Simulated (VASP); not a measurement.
# Fe (Fm-3m) in VASP: single point with r2SCAN

Aim: the single point of Fe with r2SCAN.

All numbers are computed with VASP 6.6.1; they aren't measurements. Logs are shortened: lines on timing, memory, paths and dates and some standing lists are left out, and cuts for length are marked.

## 1. The cell of the first run

It takes space group Fm-3m (No. 225, cubic). Conventional cell: a = 3.648 Å, b = 3.648 Å, c = 3.648 Å, α = 90.00°, β = 90.00°, γ = 90.00°. Fe (site symmetry m-3m) has 12 Fe at 2.58 Å within 3.4 Å.

This isn't the form of Fe at room conditions, which is bcc.

## 2. Single point, r2SCAN, collinear spin, ferromagnetic start

POSCAR reads:

```
Fe
1.0
    0.0000000000      1.8238002425      1.8238002425
    1.8238002425      0.0000000000      1.8238002425
    1.8238002425      1.8238002425      0.0000000000
Fe
1
Direct
    0.0000000000      0.0000000000      0.0000000000
```

INCAR.step1 reads:

```
PREC = Accurate
ENCUT = 520
ISMEAR = 0
SIGMA = 0.05
LREAL = F
LASPH = T
NELM = 150
ISPIN = 2
MAGMOM = 3.22
LMAXMIX = 4
NBANDS = 14
GGA = PE
ALGO = Normal
EDIFF = 1E-4
LWAVE = T
LCHARG = F
```

INCAR.step2 reads:

```
PREC = Accurate
ENCUT = 520
EDIFF = 1E-6
ISMEAR = 0
SIGMA = 0.05
LREAL = F
LASPH = T
NELM = 150
ALGO = Normal
ISIF = 2
LWAVE = F
LCHARG = F
ISPIN = 2
MAGMOM = 3.22
LORBIT = 11
LMAXMIX = 4
METAGGA = R2SCAN
LMIXTAU = T
NBANDS = 14
ISTART = 1
```

KPOINTS reads:

```
regular mesh
0
Gamma
  20 20 20
```

Potentials or basis: VASP PAW PBE potentials, release 64 (Fe).

Launch:

```
> cat potpaw_PBE.64/Fe/POTCAR > POTCAR
> cp INCAR.step1 INCAR
> mpirun -np 1 vasp_std > vasp.out
> cp INCAR.step2 INCAR
> mpirun -np 1 vasp_std > vasp.out
```

OUTCAR:

```text
PREC = Accurate
   ENCUT = 520
   EDIFF = 1E-6
   ISMEAR = 0
   LREAL = F
   LASPH = T
   NELM = 150
   ISIF = 2
   ISPIN = 2
   LORBIT = 11
   METAGGA = R2SCAN
   ISTART = 1

 ion  position               nearest neighbor table
   1  0.000  0.000  0.000-

  LATTYP: Found a face centered cubic cell.
 ALAT       =     3.6476004850

  Lattice vectors:

 A1 = (   0.0000000000,   1.8238002425,   1.8238002425)
 A2 = (   1.8238002425,   0.0000000000,   1.8238002425)
 A3 = (   1.8238002425,   1.8238002425,   0.0000000000)

Analysis of symmetry for initial positions (statically):
=====================================================================
 Subroutine PRICEL returns:
 Original cell was already a primitive cell.

 Routine SETGRP: Setting up the symmetry group for a
 face centered cubic supercell.

 Subroutine GETGRP returns: Found 48 space group operations
 (whereof 48 operations were pure point group operations)
 out of a pool of 48 trial point group operations.

The static configuration has the point symmetry O_h .

Analysis of symmetry for dynamics (positions and initial velocities):
=====================================================================
 Subroutine PRICEL returns:
 Original cell was already a primitive cell.

 Routine SETGRP: Setting up the symmetry group for a
 face centered cubic supercell.

 Subroutine GETGRP returns: Found 48 space group operations
 (whereof 48 operations were pure point group operations)
 out of a pool of 48 trial point group operations.

The dynamic configuration has the point symmetry O_h .

Analysis of structural, dynamic, and magnetic symmetry:
=====================================================================
 Subroutine PRICEL returns:
 Original cell was already a primitive cell.

 Routine SETGRP: Setting up the symmetry group for a
 face centered cubic supercell.

 Subroutine GETGRP returns: Found 48 space group operations
 (whereof 48 operations were pure point group operations)
 out of a pool of 48 trial point group operations.

The overall configuration has the point symmetry O_h .

 Subroutine INISYM returns: Found 48 space group operations
 (whereof 48 operations are pure point group operations),
 and found     1 'primitive' translations

----------------------------------------------------------------------------------------

                                     Primitive cell

  volume of cell :      12.1328

  direct lattice vectors                    reciprocal lattice vectors
     0.000000000  1.823800242  1.823800242    -0.274152831  0.274152831  0.274152831
     1.823800242  0.000000000  1.823800242     0.274152831 -0.274152831  0.274152831
     1.823800242  1.823800242  0.000000000     0.274152831  0.274152831 -0.274152831

  length of vectors
     2.579243038  2.579243038  2.579243038     0.474846633  0.474846633  0.474846633

  position of ions in fractional coordinates (direct lattice)
     0.000000000  0.000000000  0.000000000

  ion indices of the primitive-cell ions
   primitive index   ion index
                 1           1

----------------------------------------------------------------------------------------

 KPOINTS: regular mesh

Automatic generation of k-mesh.
 Grid dimensions read from file:
 generate k-points for:   20   20   20

 Generating k-lattice:

  Cartesian coordinates                     Fractional coordinates (reciprocal lattice)
    -0.013707642  0.013707642  0.013707642     0.050000000  0.000000000  0.000000000
     0.013707642 -0.013707642  0.013707642     0.000000000  0.050000000  0.000000000
     0.013707642  0.013707642 -0.013707642     0.000000000  0.000000000  0.050000000

  Length of vectors
     0.023742332  0.023742332  0.023742332

  Shift w.r.t. Gamma in fractional coordinates (k-lattice)
     0.000000000  0.000000000  0.000000000

 Subroutine IBZKPT returns following result:
 ===========================================

 Found    256 irreducible k-points:

 Following reciprocal coordinates:
            Coordinates               Weight
  0.000000  0.000000  0.000000      1.000000
  0.050000  0.000000  0.000000      8.000000
  0.100000  0.000000  0.000000      8.000000
  0.150000  0.000000  0.000000      8.000000
  0.200000  0.000000  0.000000      8.000000
  0.250000  0.000000  0.000000      8.000000
[... 16 lines left out ...]
 -0.400000  0.050000  0.000000     24.000000
 -0.350000  0.050000  0.000000     24.000000
 [... further k-points ...]
   k-points           NKPTS =    256   k-points in BZ     NKDIM =    256   number of bands    NBANDS=     14
   number of dos      NEDOS =    301   number of ions     NIONS =      1
   total plane-waves  NPLWV =   8000
   dimension x,y,z NGX =    20 NGY =   20 NGZ =   20
   dimension x,y,z NGXF=    40 NGYF=   40 NGZF=   40
   ions per type =               1
   NGX,Y,Z   is equivalent  to a cutoff of  12.89, 12.89, 12.89 a.u.
   NGXF,Y,Z  is equivalent  to a cutoff of  25.78, 25.78, 25.78 a.u.
 SYSTEM =  unknown system
   PREC   = accura    normal or accurate (medium, high low for compatibility)
   ISTART =      1    job   : 0-new  1-cont  2-samecut
   ICHARG =      0    charge: 1-file 2-atom 10-const
   ISPIN  =      2    spin polarized calculation?
   LNONCOLLINEAR =      F non collinear calculations
   LSORBIT =      F    spin-orbit coupling
   LASPH  =      T    aspherical Exc in radial PAW
   ENCUT  =  520.0 eV  38.22 Ry    6.18 a.u.   4.80  4.80  4.80*2*pi/ulx,y,z
   NELM   =    150;   NELMIN=  2; NELMDL=  0     # of ELM steps
   EDIFF  = 0.1E-05   stopping-criterion for ELM
   LREAL  =      F    real-space projection
   EDIFFG = 0.1E-04   stopping-criterion for IOM
   NSW    =      0    number of steps for IOM
   IBRION =     -1    ionic relax: 0-MD 1-quasi-New 2-CG
   NFREE  =      0    steps in history (QN), initial steepest desc. (CG)
   ISIF   =      2    stress and relaxation
   ISYM   =      2    0-nonsym 1-usesym 2-fastsym
   POTIM  = 0.5000    time-step for ionic-motion
   TEBEG  =    0.0;   TEEND  =   0.0 temperature during run
   PSTRESS=    0.0 pullay stress
   NELECT =       8.0000    total number of electrons
   NUPDOWN=      -1.0000    fix difference up-down
   EMIN   =  10.00;   EMAX   =-10.00  energy-range for DOS
   EFERMI =   0.00;   METHOD = LEGACY
   ISMEAR =     0;   SIGMA  =   0.05  broadening in eV -4-tet -1-fermi 0-gaus
   EFERMI_NEDOS =   21; number of points for ismear=-14 and -15
   IALGO  =     38    algorithm
   IMIX   =      4    mixing-type and parameters
     AMIX     =   0.40;   BMIX     =  1.00
     AMIX_MAG =   1.60;   BMIX_MAG =  1.00
  volume/ion in A,a.u.               =      12.13        81.88
  Fermi-wavevector in a.u.,A,eV,Ry     =   1.424899  2.692670 27.624432  2.030339
  Thomas-Fermi vector in A             =   2.545341
   LORBIT       =     11    0 simple, 1 ext, 2 COOP (PROOUT), +10 PAW based schemes
   METAGGA = R2SCAN    functional components
   LHFCALC =     F    Hartree Fock is set to
   AEXX    =    0.0000 exact exchange contribution
   IVDW    =     0    specifies the selected vdW correction
   LEPSILON=     F    determine dielectric tensor
   LRPA    =     F    only Hartree local field effects (RPA)
 spin polarized calculation
 Gauss-broadening in eV      SIGMA  =   0.05
  energy-cutoff  :      520.00
  volume of cell :       12.13
 maximum number of plane-waves:       335
   NGX =  9   NGY =  9   NGZ =  9

 number of electron       8.0000007 magnetization       2.8015371

 Free energy of the ion-electron system (eV)
  ---------------------------------------------------
  ext. energy  EPLUGINS =         0.00000000
  ---------------------------------------------------
  free energy    TOTEN  =       -14.25730339 eV

  energy without entropy =      -14.25615891  energy(sigma->0) =      -14.25673115

 E-fermi :   5.6883     XC(G=0): -13.8225

 val. band max:        5.6769450891   @ k =  -0.1500   0.2500   0.1000
 cond. band min:       5.6902331739   @ k =   0.4000   0.2500   0.0500
 fundamental gap:      0.0132880848
 Fermi energy:         5.6882999158

 spin component 1

 k-point     1 :       0.0000    0.0000    0.0000
  band No.  band energies     occupation
      1      -3.2112      1.00000
      2       2.2177      1.00000
      3       2.2177      1.00000
      4       2.2177      1.00000
      5       3.1004      1.00000
      6       3.1004      1.00000
      7      28.0474      0.00000
      8      31.9732      0.00000
      9      31.9732      0.00000
     10      31.9733      0.00000
     11      34.3693      0.00000
     12      34.3693      0.00000
     13      34.3693      0.00000
     14      37.8576      0.00000
[... 375 lines left out ...]
 k-point    24 :      -0.3500    0.0500    0.0000
  band No.  band energies     occupation
      1      -0.0683      1.00000
      2       2.1244      1.00000
      3       2.1679      1.00000
      4       2.9567      1.00000
      5       3.6844      1.00000
      6       4.1772      1.00000
      7      14.4986      0.00000
      8      26.2354      0.00000
      9      28.6457      0.00000
     10      30.6529      0.00000
     11      31.8784      0.00000
     12      33.7817      0.00000
     13      38.3326      0.00000
     14      44.2671      0.00000

 [... further k-points ...]

 spin component 2

 k-point     1 :       0.0000    0.0000    0.0000
  band No.  band energies     occupation
      1      -3.6723      1.00000
      2       5.7425      0.06276
      3       5.7425      0.06275
      4       5.7425      0.06255
      5       7.7349      0.00000
      6       7.7349      0.00000
      7      27.2620      0.00000
      8      33.0460      0.00000
      9      33.0460      0.00000
     10      33.0461      0.00000
     11      35.8726      0.00000
     12      35.8726      0.00000
     13      35.8727      0.00000
     14      37.4213      0.00000
[... 375 lines left out ...]
 k-point    24 :      -0.3500    0.0500    0.0000
  band No.  band energies     occupation
      1       0.7268      1.00000
      2       4.5221      1.00000
      3       5.9549      0.00000
      4       6.0567      0.00000
      5       7.9577      0.00000
      6       8.3042      0.00000
      7      16.1593      0.00000
      8      26.1621      0.00000
      9      29.6995      0.00000
     10      32.2348      0.00000
     11      33.1852      0.00000
     12      34.9829      0.00000
     13      39.4748      0.00000
     14      46.4597      0.00000

 [... further k-points ...]
[... 5 lines left out ...]
  --------------------------------------------------------------------------------------
  -------------------------------------------------------------------------------------
  Total       -0.0340490     -0.0340490     -0.0340490      0.0000000      0.0000000     -0.0000000
  in kB       -4.4962759     -4.4962759     -4.4962759      0.0000000      0.0000000     -0.0000000
  external PRESSURE =      -4.4962759 kB  Pullay stress =       0.0000000 kB

 VOLUME and BASIS-vectors are now :
 -----------------------------------------------------------------------------
  energy-cutoff  :      520.00
  volume of cell :       12.13
      direct lattice vectors                 reciprocal lattice vectors
     0.000000000  1.823800242  1.823800242    -0.274152831  0.274152831  0.274152831
     1.823800242  0.000000000  1.823800242     0.274152831 -0.274152831  0.274152831
     1.823800242  1.823800242  0.000000000     0.274152831  0.274152831 -0.274152831

 POSITION                                       TOTAL-FORCE (eV/Angst)
 -----------------------------------------------------------------------------------
      0.00000      0.00000      0.00000         0.000000     -0.000000     -0.000000
 -----------------------------------------------------------------------------------
    total drift:                               -0.000000     -0.000000     -0.000000

  FREE ENERGIE OF THE ION-ELECTRON SYSTEM (eV)
  ---------------------------------------------------
  free  energy   TOTEN  =       -14.2573033886 eV

  energy  without entropy=      -14.2561589106  energy(sigma->0) =      -14.25673115

 total charge

# of ion       s       p       d       tot
------------------------------------------
    1        0.480   0.534   6.127   7.141

 magnetization (x)

# of ion       s       p       d       tot
------------------------------------------
    1       -0.009  -0.089   2.954   2.856
```

Run time: 4.7 min. Hardware: 1 thread of AMD EPYC 7R13 (Zen 3), shared host; peak memory 0.16 GiB.

What came out:

```
Free energy                                           : -14.2573 eV
Pressure                                              : -0.4 GPa
Net moment                                            : 2.80 μB per cell
Site moments                                          : Fe +2.86 μB
Valence electrons inside the program's atomic spheres : Fe 7.14
```

Caveat: the PAW data sets were made with another functional, which shifts forces and pressure a little.
